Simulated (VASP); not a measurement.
# Mg5Ge (F-43m) in VASP: single point with LDA

Aim: the single point of Mg5Ge with LDA.

All numbers are computed with VASP 6.6.1; they aren't measurements. Logs are shortened: lines on timing, memory, paths and dates and some standing lists are left out, and cuts for length are marked.

## 1. The cell of the first run

Symmetry: F-43m, No. 216, cubic system. Conventional cell: a = 8.194 Å, b = 8.194 Å, c = 8.194 Å, α = 90.00°, β = 90.00°, γ = 90.00°. Within 4.5 Å of Mg (site symmetry -43m) lie 12 Mg at 3.40 Å and 4 Ge at 3.55 Å. Within 3.8 Å of Mg (site symmetry 3m) lie 9 Mg at 2.89 to 3.40 Å and 3 Ge at 3.40 Å. Ge (site symmetry -43m) has 16 Mg at 3.40 to 3.55 Å within 4.5 Å.

## 2. Single point, LDA

The input, INCAR:

```
SYSTEM = Mg5Ge
PREC     = Accurate       ! precision mode
ENCUT    = 520            ! plane-wave cutoff, eV
EDIFF    = 1E-6           ! SCF threshold, eV
ISMEAR   = -1             ! smearing method
SIGMA    = 0.1            ! smearing width, eV
LREAL    = .FALSE.        ! projectors in reciprocal space
LASPH    = .TRUE.         ! aspherical terms in the spheres
NELM     = 80             ! most SCF steps
ALGO     = Normal         ! electronic algorithm
ISIF     = 2              ! what is computed and relaxed
LWAVE    = .FALSE.        ! write WAVECAR
LCHARG   = .TRUE.         ! write CHGCAR
LELF     = .TRUE.         ! ELF
LVHAR    = .TRUE.       
NBANDS   = 21             ! bands
```

The input, KPOINTS:

```
regular mesh
0
G
  5 5 5
  0 0 0
```

The input, POSCAR:

```
Mg5Ge
1.0
    0.0000000000      4.0967600000      4.0967600000
    4.0967600000      0.0000000000      4.0967600000
    4.0967600000      4.0967600000      0.0000000000
Mg Ge
5 1
Direct
    0.7500000000      0.7500000000      0.7500000000
    0.3748300000      0.8755000000      0.3748300000
    0.3748300000      0.3748300000      0.8755000000
    0.8755000000      0.3748300000      0.3748300000
    0.3748300000      0.3748300000      0.3748300000
    0.0000000000      0.0000000000      0.0000000000
```

Potentials or basis: VASP PAW LDA potentials, release 64 (Mg, Ge_d).

Run with:

```
$ cat potpaw_LDA.64/Mg/POTCAR potpaw_LDA.64/Ge_d/POTCAR > POTCAR
$ mpirun -np 1 vasp_std > vasp.out
```

OUTCAR:

```text
SYSTEM = Mg5Ge
   PREC = Accurate
   ENCUT = 520
   EDIFF = 1E-6
   ISMEAR = -1
   LREAL = .FALSE.
   LASPH = .TRUE.
   NELM = 80
   ISIF = 2

 ion  position               nearest neighbor table
   1  0.750  0.750  0.750-   2 3.40   4 3.40   3 3.40   4 3.40   2 3.40   3 3.40   5 3.40   5 3.40
                             5 3.40   2 3.40   3 3.40   4 3.40
   2  0.375  0.876  0.375-   3 2.89   4 2.89   5 2.89   4 2.90   3 2.90   5 2.90   1 3.40   1 3.40
                             1 3.40
   3  0.375  0.375  0.876-   2 2.89   4 2.89   5 2.89   2 2.90   4 2.90   5 2.90   1 3.40   1 3.40
                             1 3.40
   4  0.876  0.375  0.375-   2 2.89   3 2.89   5 2.89   2 2.90   3 2.90   5 2.90   1 3.40   1 3.40
                             1 3.40
   5  0.375  0.375  0.375-   2 2.89   3 2.89   4 2.89   4 2.90   2 2.90   3 2.90   1 3.40   1 3.40
                             1 3.40
   6  0.000  0.000  0.000-

  LATTYP: Found a face centered cubic cell.
 ALAT       =     8.1935200000

  Lattice vectors:

 A1 = (   0.0000000000,   4.0967600000,   4.0967600000)
 A2 = (   4.0967600000,   0.0000000000,   4.0967600000)
 A3 = (   4.0967600000,   4.0967600000,   0.0000000000)

Analysis of symmetry for initial positions (statically):
=====================================================================
 Subroutine PRICEL returns:
 Original cell was already a primitive cell.

 Routine SETGRP: Setting up the symmetry group for a
 face centered cubic supercell.

 Subroutine GETGRP returns: Found  6 space group operations
 (whereof  6 operations were pure point group operations)
 out of a pool of 48 trial point group operations.

The static configuration has the point symmetry C_3v.

Analysis of symmetry for dynamics (positions and initial velocities):
=====================================================================
 Subroutine PRICEL returns:
 Original cell was already a primitive cell.

 Routine SETGRP: Setting up the symmetry group for a
 face centered cubic supercell.

 Subroutine GETGRP returns: Found  6 space group operations
 (whereof  6 operations were pure point group operations)
 out of a pool of 48 trial point group operations.

The dynamic configuration has the point symmetry C_3v.

 Subroutine INISYM returns: Found  6 space group operations
 (whereof  6 operations are pure point group operations),
 and found     1 'primitive' translations

----------------------------------------------------------------------------------------

                                     Primitive cell

  volume of cell :     137.5155

  direct lattice vectors                    reciprocal lattice vectors
     0.000000000  4.096760000  4.096760000    -0.122047667  0.122047667  0.122047667
     4.096760000  0.000000000  4.096760000     0.122047667 -0.122047667  0.122047667
     4.096760000  4.096760000  0.000000000     0.122047667  0.122047667 -0.122047667

  length of vectors
     5.793693554  5.793693554  5.793693554     0.211392760  0.211392760  0.211392760

  position of ions in fractional coordinates (direct lattice)
     0.750000000  0.750000000  0.750000000
     0.374830000  0.875500000  0.374830000
     0.374830000  0.374830000  0.875500000
     0.875500000  0.374830000  0.374830000
     0.374830000  0.374830000  0.374830000
     0.000000000  0.000000000  0.000000000

  ion indices of the primitive-cell ions
   primitive index   ion index
                 1           1
                 2           2
                 3           3
                 4           4
                 5           5
                 6           6

----------------------------------------------------------------------------------------

 KPOINTS: regular mesh

Automatic generation of k-mesh.
 Grid dimensions read from file:
 generate k-points for:    5    5    5

 Generating k-lattice:

  Cartesian coordinates                     Fractional coordinates (reciprocal lattice)
    -0.024409533  0.024409533  0.024409533     0.200000000  0.000000000  0.000000000
     0.024409533 -0.024409533  0.024409533     0.000000000  0.200000000  0.000000000
     0.024409533  0.024409533 -0.024409533     0.000000000  0.000000000  0.200000000

  Length of vectors
     0.042278552  0.042278552  0.042278552

  Shift w.r.t. Gamma in fractional coordinates (k-lattice)
     0.000000000  0.000000000  0.000000000

 Subroutine IBZKPT returns following result:
 ===========================================

 Found     19 irreducible k-points:

 Following reciprocal coordinates:
            Coordinates               Weight
  0.000000  0.000000  0.000000      1.000000
  0.200000  0.000000  0.000000      6.000000
  0.200000  0.200000  0.200000      2.000000
  0.400000  0.000000  0.000000      6.000000
  0.400000  0.400000  0.400000      2.000000
  0.200000  0.200000  0.000000      6.000000
[... 11 lines left out ...]
 -0.400000  0.400000  0.200000     12.000000
  0.400000  0.200000 -0.200000     12.000000
   k-points           NKPTS =     19   k-points in BZ     NKDIM =     19   number of bands    NBANDS=     21
   number of dos      NEDOS =    301   number of ions     NIONS =      6
   total plane-waves  NPLWV = 110592
   dimension x,y,z NGX =    48 NGY =   48 NGZ =   48
   dimension x,y,z NGXF=    96 NGYF=   96 NGZF=   96
   ions per type =               5   1
   NGX,Y,Z   is equivalent  to a cutoff of  13.77, 13.77, 13.77 a.u.
   NGXF,Y,Z  is equivalent  to a cutoff of  27.55, 27.55, 27.55 a.u.
 SYSTEM =  Mg5Ge
   PREC   = accura    normal or accurate (medium, high low for compatibility)
   ISTART =      0    job   : 0-new  1-cont  2-samecut
   ICHARG =      2    charge: 1-file 2-atom 10-const
   ISPIN  =      1    spin polarized calculation?
   LNONCOLLINEAR =      F non collinear calculations
   LSORBIT =      F    spin-orbit coupling
   LASPH  =      T    aspherical Exc in radial PAW
   ENCUT  =  520.0 eV  38.22 Ry    6.18 a.u.  10.77 10.77 10.77*2*pi/ulx,y,z
   NELM   =     80;   NELMIN=  2; NELMDL= -5     # of ELM steps
   EDIFF  = 0.1E-05   stopping-criterion for ELM
   LREAL  =      F    real-space projection
   EDIFFG = 0.1E-04   stopping-criterion for IOM
   NSW    =      0    number of steps for IOM
   IBRION =     -1    ionic relax: 0-MD 1-quasi-New 2-CG
   NFREE  =      0    steps in history (QN), initial steepest desc. (CG)
   ISIF   =      2    stress and relaxation
   ISYM   =      2    0-nonsym 1-usesym 2-fastsym
   POTIM  = 0.5000    time-step for ionic-motion
   TEBEG  =    0.0;   TEEND  =   0.0 temperature during run
   PSTRESS=    0.0 pullay stress
   NELECT =      24.0000    total number of electrons
   NUPDOWN=      -1.0000    fix difference up-down
   EMIN   =  10.00;   EMAX   =-10.00  energy-range for DOS
   EFERMI =   0.00;   METHOD = LEGACY
   ISMEAR =    -1;   SIGMA  =   0.10  broadening in eV -4-tet -1-fermi 0-gaus
   EFERMI_NEDOS =   21; number of points for ismear=-14 and -15
   IALGO  =     38    algorithm
   IMIX   =      4    mixing-type and parameters
     AMIX     =   0.40;   BMIX     =  1.00
     AMIX_MAG =   1.60;   BMIX_MAG =  1.00
  volume/ion in A,a.u.               =      22.92       154.67
  Fermi-wavevector in a.u.,A,eV,Ry     =   0.914874  1.728862 11.388006  0.836995
  Thomas-Fermi vector in A             =   2.039551
   LORBIT       =      0    0 simple, 1 ext, 2 COOP (PROOUT), +10 PAW based schemes
   GGA     = CA    functional components
   LHFCALC =     F    Hartree Fock is set to
   AEXX    =    0.0000 exact exchange contribution
   IVDW    =     0    specifies the selected vdW correction
   LEPSILON=     F    determine dielectric tensor
   LRPA    =     F    only Hartree local field effects (RPA)
 non-spin polarized calculation
  energy-cutoff  :      520.00
  volume of cell :      137.52
 maximum number of plane-waves:      3727
 NGX is ok and might be reduce to    48
   NGX = 21   NGY = 21   NGZ = 21

 number of electron      24.0000008 magnetization

 Free energy of the ion-electron system (eV)
  ---------------------------------------------------
  ext. energy  EPLUGINS =         0.00000000
  ---------------------------------------------------
  free energy    TOTEN  =       -13.64548624 eV

  energy without entropy =      -13.58007869  energy(sigma->0) =      -13.61278247

 E-fermi :   2.7936     XC(G=0):  -8.9870

 val. band max:        2.7831763241   @ k =  -0.4000   0.4000  -0.4000
 cond. band min:       3.2715188823   @ k =   0.4000   0.4000  -0.2000
 fundamental gap:      0.4883425582
 Fermi energy:         2.7935567208

 k-point     1 :       0.0000    0.0000    0.0000
  band No.  band energies     occupation
      1     -21.7873      2.00000
      2     -21.7873      2.00000
      3     -21.7867      2.00000
      4     -21.7867      2.00000
      5     -21.7867      2.00000
      6      -5.9350      2.00000
[... 13 lines left out ...]
     20       4.5148      0.00000
     21      10.3547      0.00000

 k-point     2 :       0.2000    0.0000    0.0000
  band No.  band energies     occupation
      1     -21.7873      2.00000
      2     -21.7873      2.00000
      3     -21.7867      2.00000
      4     -21.7867      2.00000
      5     -21.7867      2.00000
      6      -5.7743      2.00000
[... 13 lines left out ...]
     20       6.1361      0.00000
     21       8.3871      0.00000

 k-point     3 :       0.2000    0.2000    0.2000
  band No.  band energies     occupation
      1     -21.7873      2.00000
      2     -21.7873      2.00000
      3     -21.7867      2.00000
      4     -21.7867      2.00000
      5     -21.7867      2.00000
      6      -5.7743      2.00000
[... 13 lines left out ...]
     20       6.1361      0.00000
     21       8.3871      0.00000
[... 337 lines left out ...]
 k-point    18 :      -0.4000    0.4000    0.2000
  band No.  band energies     occupation
      1     -21.7874      2.00000
      2     -21.7873      2.00000
      3     -21.7867      2.00000
      4     -21.7867      2.00000
      5     -21.7866      2.00000
      6      -5.2501      2.00000
[... 13 lines left out ...]
     20       7.6641      0.00000
     21       8.4050      0.00000

 k-point    19 :       0.4000    0.2000   -0.2000
  band No.  band energies     occupation
      1     -21.7874      2.00000
      2     -21.7873      2.00000
      3     -21.7867      2.00000
      4     -21.7867      2.00000
      5     -21.7866      2.00000
      6      -5.2501      2.00000
[... 13 lines left out ...]
     20       7.6642      0.00000
     21       8.4050      0.00000

------------------------ aborting loop because EDIFF is reached ----------------------------------------

  FORCE on cell =-STRESS in cart. coord.  units (eV):
  Direction    XX          YY          ZZ          XY          YZ          ZX
  --------------------------------------------------------------------------------------
  -------------------------------------------------------------------------------------
  Total       -2.3510264     -2.3510264     -2.3510264     -0.0000272     -0.0000272     -0.0000272
  in kB      -27.3915444    -27.3915444    -27.3915444     -0.0003164     -0.0003164     -0.0003164
  external PRESSURE =     -27.3915444 kB  Pullay stress =       0.0000000 kB

 VOLUME and BASIS-vectors are now :
 -----------------------------------------------------------------------------
  energy-cutoff  :      520.00
  volume of cell :      137.52
      direct lattice vectors                 reciprocal lattice vectors
     0.000000000  4.096760000  4.096760000    -0.122047667  0.122047667  0.122047667
     4.096760000  0.000000000  4.096760000     0.122047667 -0.122047667  0.122047667
     4.096760000  4.096760000  0.000000000     0.122047667  0.122047667 -0.122047667

 POSITION                                       TOTAL-FORCE (eV/Angst)
 -----------------------------------------------------------------------------------
      6.14514      6.14514      6.14514        -0.000022     -0.000022     -0.000022
      5.12230      3.07118      5.12230         0.004454     -0.004445      0.004454
      5.12230      5.12230      3.07118         0.004454      0.004454     -0.004445
      3.07118      5.12230      5.12230        -0.004445      0.004454      0.004454
      3.07118      3.07118      3.07118        -0.004440     -0.004440     -0.004440
      0.00000      0.00000      0.00000        -0.000002     -0.000002     -0.000002
 -----------------------------------------------------------------------------------
    total drift:                                0.000001      0.000001      0.000001

  FREE ENERGIE OF THE ION-ELECTRON SYSTEM (eV)
  ---------------------------------------------------
  free  energy   TOTEN  =       -13.6454862434 eV

  energy  without entropy=      -13.5800786940  energy(sigma->0) =      -13.61278247
```

Wall time 82 s (1 thread of AMD EPYC 7R13, shared host); peak memory 0.27 GiB.

Results:

| Property | Result |
| --- | --- |
| Free energy | -13.6455 eV |
| Pressure | -2.7 GPa |
| Largest force | 0.008 eV/Å |
| Band gap on the k mesh | zero (band 12 reaches 3.77 eV, above the bottom of band 13 at 2.08 eV) |

Forces on the atoms (eV/Å):
```
Mg   0.000  0.000  0.000
Mg   0.004 -0.004  0.004
Mg   0.004  0.004 -0.004
Mg  -0.004  0.004  0.004
Mg  -0.004 -0.004 -0.004
Ge   0.000  0.000  0.000
```

Levels at points of the mesh, in eV from the Fermi level:
```tsv
k point	band 10	band 11	band 12	band 13	band 14	band 15
(0.00, 0.00, 0.00)	-1.51	-1.23	-0.22	-0.22	-0.22	0.81
```
